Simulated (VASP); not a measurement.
# GaSb (I-4m2) in VASP: a series of runs

Aim: see how the results for GaSb move with the level of theory and the settings. Levels: PBE, r2SCAN. Tasks: single point.

All numbers are computed with VASP 6.6.1; they aren't measurements. Logs are shortened: lines on timing, memory, paths and dates and some standing lists are left out, and cuts for length are marked.

### 1 The cell of the first run

Symmetry: I-4m2, No. 119, tetragonal system. Conventional cell: a = 4.509 Å, b = 4.509 Å, c = 5.923 Å, α = 90.00°, β = 90.00°, γ = 90.00°. Ga (site symmetry -4m2) has 4 Sb at 2.70 Å within 3.6 Å. Within 3.6 Å of Sb (site symmetry -4m2) lie 4 Ga at 2.70 Å.

### 2 Single point, PBE (epitaxial xy strain +4.0%)

The input, INCAR:

```
SYSTEM = GaSb
  PREC = Accurate
  ENCUT = 520
  EDIFF = 1E-6
  ISMEAR = -1
  SIGMA = 0.02
  LREAL = .False.
  LASPH = .True.
  NELM = 100
  ALGO = Normal
  ISIF = 2
  LWAVE = .False.
  LCHARG = .True.
  GGA = PE
  LELF = .True.
  LVHAR = .True.
  NBANDS = 16
```

The input, KPOINTS:

```
regular mesh
0
Gamma
  8 8 8
  0 0 0
```

The input, POSCAR:

```
GaSb
1.0
    0.0000000000      3.1885139498      2.9615254104
    3.1885139498      0.0000000000      2.9615254104
    3.1885139498      3.1885139498      0.0000000000
Ga Sb
1 1
Direct
    0.0000000000      0.0000000000      0.0000000000
    0.2500000000      0.2500000000      0.2500000000
```

Potentials or basis: VASP PAW PBE potentials, release 64 (Ga_d, Sb).

Started as:

```bash
$ cat potpaw_PBE.64/Ga_d/POTCAR potpaw_PBE.64/Sb/POTCAR > POTCAR
$ mpirun -np 1 vasp_std > vasp.out
```

OUTCAR:

```text
SYSTEM = GaSb
   PREC = Accurate
   ENCUT = 520
   EDIFF = 1E-6
   ISMEAR = -1
   LREAL = .False.
   LASPH = .True.
   NELM = 100
   ISIF = 2
   GGA = PE

 ion  position               nearest neighbor table
   1  0.000  0.000  0.000-   2 2.70   2 2.70   2 2.70   2 2.70
   2  0.250  0.250  0.250-   1 2.70   1 2.70   1 2.70   1 2.70

  LATTYP: Found a body centered tetragonal cell.
 ALAT       =     4.5092396716
 C/A-ratio  =     1.3135364833

  Lattice vectors:

 A1 = (   0.0000000000,  -3.1885139498,  -2.9615254104)
 A2 = (   0.0000000000,   3.1885139498,  -2.9615254104)
 A3 = (   3.1885139498,   0.0000000000,   2.9615254104)

Analysis of symmetry for initial positions (statically):
=====================================================================
 Subroutine PRICEL returns:
 Original cell was already a primitive cell.

 Routine SETGRP: Setting up the symmetry group for a
 body centered tetragonal supercell.

 Subroutine GETGRP returns: Found  8 space group operations
 (whereof  8 operations were pure point group operations)
 out of a pool of 16 trial point group operations.

The static configuration has the point symmetry D_2d.

Analysis of symmetry for dynamics (positions and initial velocities):
=====================================================================
 Subroutine PRICEL returns:
 Original cell was already a primitive cell.

 Routine SETGRP: Setting up the symmetry group for a
 body centered tetragonal supercell.

 Subroutine GETGRP returns: Found  8 space group operations
 (whereof  8 operations were pure point group operations)
 out of a pool of 16 trial point group operations.

The dynamic configuration has the point symmetry D_2d.

 Subroutine INISYM returns: Found  8 space group operations
 (whereof  8 operations are pure point group operations),
 and found     1 'primitive' translations

----------------------------------------------------------------------------------------

                                     Primitive cell

  volume of cell :      60.2174

  direct lattice vectors                    reciprocal lattice vectors
     0.000000000  3.188513950  2.961525410    -0.156812863  0.156812863  0.168831913
     3.188513950  0.000000000  2.961525410     0.156812863 -0.156812863  0.168831913
     3.188513950  3.188513950  0.000000000     0.156812863  0.156812863 -0.168831913

  length of vectors
     4.351695528  4.351695528  4.509239672     0.278719864  0.278719864  0.278719864

  position of ions in fractional coordinates (direct lattice)
     0.000000000  0.000000000  0.000000000
     0.250000000  0.250000000  0.250000000

  ion indices of the primitive-cell ions
   primitive index   ion index
                 1           1
                 2           2

----------------------------------------------------------------------------------------

 KPOINTS: regular mesh

Automatic generation of k-mesh.
 Grid dimensions read from file:
 generate k-points for:    8    8    8

 Generating k-lattice:

  Cartesian coordinates                     Fractional coordinates (reciprocal lattice)
    -0.019601608  0.019601608  0.021103989     0.125000000  0.000000000  0.000000000
     0.019601608 -0.019601608  0.021103989     0.000000000  0.125000000  0.000000000
     0.019601608  0.019601608 -0.021103989     0.000000000  0.000000000  0.125000000

  Length of vectors
     0.034839983  0.034839983  0.034839983

  Shift w.r.t. Gamma in fractional coordinates (k-lattice)
     0.000000000  0.000000000  0.000000000

 Subroutine IBZKPT returns following result:
 ===========================================

 Found     59 irreducible k-points:

 Following reciprocal coordinates:
            Coordinates               Weight
  0.000000  0.000000  0.000000      1.000000
  0.125000  0.000000  0.000000      8.000000
  0.250000  0.000000  0.000000      8.000000
  0.375000  0.000000  0.000000      8.000000
  0.500000  0.000000  0.000000      4.000000
  0.125000  0.125000  0.000000      2.000000
[... 16 lines left out ...]
  0.250000  0.000000  0.125000     16.000000
  0.375000  0.000000  0.125000     16.000000
 [... further k-points ...]
   k-points           NKPTS =     59   k-points in BZ     NKDIM =     59   number of bands    NBANDS=     16
   number of dos      NEDOS =    301   number of ions     NIONS =      2
   total plane-waves  NPLWV =  36864
   dimension x,y,z NGX =    32 NGY =   32 NGZ =   36
   dimension x,y,z NGXF=    64 NGYF=   64 NGZF=   72
   ions per type =               1   1
   NGX,Y,Z   is equivalent  to a cutoff of  12.22, 12.22, 13.27 a.u.
   NGXF,Y,Z  is equivalent  to a cutoff of  24.45, 24.45, 26.54 a.u.
 SYSTEM =  GaSb
   PREC   = accura    normal or accurate (medium, high low for compatibility)
   ISTART =      0    job   : 0-new  1-cont  2-samecut
   ICHARG =      2    charge: 1-file 2-atom 10-const
   ISPIN  =      1    spin polarized calculation?
   LNONCOLLINEAR =      F non collinear calculations
   LSORBIT =      F    spin-orbit coupling
   LASPH  =      T    aspherical Exc in radial PAW
   ENCUT  =  520.0 eV  38.22 Ry    6.18 a.u.   8.09  8.09  8.38*2*pi/ulx,y,z
   NELM   =    100;   NELMIN=  2; NELMDL= -5     # of ELM steps
   EDIFF  = 0.1E-05   stopping-criterion for ELM
   LREAL  =      F    real-space projection
   EDIFFG = 0.1E-04   stopping-criterion for IOM
   NSW    =      0    number of steps for IOM
   IBRION =     -1    ionic relax: 0-MD 1-quasi-New 2-CG
   NFREE  =      0    steps in history (QN), initial steepest desc. (CG)
   ISIF   =      2    stress and relaxation
   ISYM   =      2    0-nonsym 1-usesym 2-fastsym
   POTIM  = 0.5000    time-step for ionic-motion
   TEBEG  =    0.0;   TEEND  =   0.0 temperature during run
   PSTRESS=    0.0 pullay stress
   NELECT =      18.0000    total number of electrons
   NUPDOWN=      -1.0000    fix difference up-down
   EMIN   =  10.00;   EMAX   =-10.00  energy-range for DOS
   EFERMI =   0.00;   METHOD = LEGACY
   ISMEAR =    -1;   SIGMA  =   0.02  broadening in eV -4-tet -1-fermi 0-gaus
   EFERMI_NEDOS =   21; number of points for ismear=-14 and -15
   IALGO  =     38    algorithm
   IMIX   =      4    mixing-type and parameters
     AMIX     =   0.40;   BMIX     =  1.00
     AMIX_MAG =   1.60;   BMIX_MAG =  1.00
  volume/ion in A,a.u.               =      30.11       203.18
  Fermi-wavevector in a.u.,A,eV,Ry     =   1.094607  2.068508 16.302023  1.198165
  Thomas-Fermi vector in A             =   2.230915
   LORBIT       =      0    0 simple, 1 ext, 2 COOP (PROOUT), +10 PAW based schemes
   GGA     = PE    functional components
   LHFCALC =     F    Hartree Fock is set to
   AEXX    =    0.0000 exact exchange contribution
   IVDW    =     0    specifies the selected vdW correction
   LEPSILON=     F    determine dielectric tensor
   LRPA    =     F    only Hartree local field effects (RPA)
 non-spin polarized calculation
  energy-cutoff  :      520.00
  volume of cell :       60.22
 maximum number of plane-waves:      1638
   NGX = 17   NGY = 17   NGZ = 17

 number of electron      18.0000008 magnetization

 Free energy of the ion-electron system (eV)
  ---------------------------------------------------
  ext. energy  EPLUGINS =         0.00000000
  ---------------------------------------------------
  free energy    TOTEN  =        -7.34109290 eV

  energy without entropy =       -7.34109042  energy(sigma->0) =       -7.34109166

 E-fermi :   4.4534     XC(G=0):  -8.8751

 val. band max:        4.2835146111   @ k =   0.1250   0.0000   0.0000
 cond. band min:       4.6106703746   @ k =   0.0000   0.0000   0.0000
 fundamental gap:      0.3271557635
 Fermi energy:         4.4533730103

 k-point     1 :       0.0000    0.0000    0.0000
  band No.  band energies     occupation
      1     -10.5793      2.00000
      2     -10.5793      2.00000
      3     -10.5686      2.00000
      4     -10.5402      2.00000
      5     -10.5285      2.00000
      6      -6.7577      2.00000
[... 8 lines left out ...]
     15      12.2959      0.00000
     16      13.2580      0.00000

 k-point     2 :       0.1250    0.0000    0.0000
  band No.  band energies     occupation
      1     -10.5810      2.00000
      2     -10.5778      2.00000
      3     -10.5688      2.00000
      4     -10.5404      2.00000
      5     -10.5284      2.00000
      6      -6.6075      2.00000
[... 8 lines left out ...]
     15      11.7430      0.00000
     16      12.3009      0.00000

 k-point     3 :       0.2500    0.0000    0.0000
  band No.  band energies     occupation
      1     -10.5874      2.00000
      2     -10.5743      2.00000
      3     -10.5671      2.00000
      4     -10.5408      2.00000
      5     -10.5281      2.00000
      6      -6.1816      2.00000
[... 8 lines left out ...]
     15      11.8004      0.00000
     16      12.2737      0.00000

 k-point     4 :       0.3750    0.0000    0.0000
  band No.  band energies     occupation
      1     -10.5947      2.00000
      2     -10.5713      2.00000
      3     -10.5648      2.00000
      4     -10.5407      2.00000
      5     -10.5273      2.00000
      6      -5.5983      2.00000
[... 8 lines left out ...]
     15      12.8627      0.00000
     16      12.9620      0.00000
[... 324 lines left out ...]
 k-point    22 :       0.1250    0.0000    0.1250
  band No.  band energies     occupation
      1     -10.5848      2.00000
      2     -10.5760      2.00000
      3     -10.5664      2.00000
      4     -10.5401      2.00000
      5     -10.5289      2.00000
      6      -6.5647      2.00000
[... 8 lines left out ...]
     15      11.1211      0.00000
     16      13.0641      0.00000

 k-point    23 :       0.2500    0.0000    0.1250
  band No.  band energies     occupation
      1     -10.5904      2.00000
      2     -10.5725      2.00000
      3     -10.5645      2.00000
      4     -10.5403      2.00000
      5     -10.5291      2.00000
      6      -6.2341      2.00000
[... 8 lines left out ...]
     15      12.2040      0.00000
     16      12.9058      0.00000

 k-point    24 :       0.3750    0.0000    0.1250
  band No.  band energies     occupation
      1     -10.5961      2.00000
      2     -10.5697      2.00000
      3     -10.5629      2.00000
      4     -10.5405      2.00000
      5     -10.5286      2.00000
      6      -5.6881      2.00000
[... 8 lines left out ...]
     15      12.6692      0.00000
     16      13.5371      0.00000

 [... further k-points ...]

------------------------ aborting loop because EDIFF is reached ----------------------------------------

  FORCE on cell =-STRESS in cart. coord.  units (eV):
  Direction    XX          YY          ZZ          XY          YZ          ZX
  --------------------------------------------------------------------------------------
  -------------------------------------------------------------------------------------
  Total       -0.3820366     -0.3820366      0.6134024      0.0000000      0.0000000      0.0000000
  in kB      -10.1646731    -10.1646731     16.3205191      0.0000000      0.0000000      0.0000000
  external PRESSURE =      -1.3362757 kB  Pullay stress =       0.0000000 kB

 VOLUME and BASIS-vectors are now :
 -----------------------------------------------------------------------------
  energy-cutoff  :      520.00
  volume of cell :       60.22
      direct lattice vectors                 reciprocal lattice vectors
     0.000000000  3.188513950  2.961525410    -0.156812863  0.156812863  0.168831913
     3.188513950  0.000000000  2.961525410     0.156812863 -0.156812863  0.168831913
     3.188513950  3.188513950  0.000000000     0.156812863  0.156812863 -0.168831913

 POSITION                                       TOTAL-FORCE (eV/Angst)
 -----------------------------------------------------------------------------------
      0.00000      0.00000      0.00000        -0.000000     -0.000000     -0.000000
      1.59426      1.59426      1.48076         0.000000      0.000000      0.000000
 -----------------------------------------------------------------------------------
    total drift:                               -0.000000     -0.000000      0.000006

  FREE ENERGIE OF THE ION-ELECTRON SYSTEM (eV)
  ---------------------------------------------------
  free  energy   TOTEN  =        -7.3410929008 eV

  energy  without entropy=       -7.3410904173  energy(sigma->0) =       -7.34109166
```

Run time: 27 s. Hardware: 1 thread of Intel Xeon 6975P-C (Granite Rapids), shared host; peak memory 0.21 GiB.

Results:

```yaml
Free_energy: -7.3411 eV
Pressure: -0.1 GPa
Band_gap_on_the_k_mesh: 0.33 eV, indirect (least direct gap 0.37 eV)
```

Caveat: the cell differs from its parent crystal (epitaxial xy strain +4.0%); spin-orbit coupling is left out, which moves the levels of the heavy elements. A k mesh can miss the band edges.

[end of part 1 of 2]
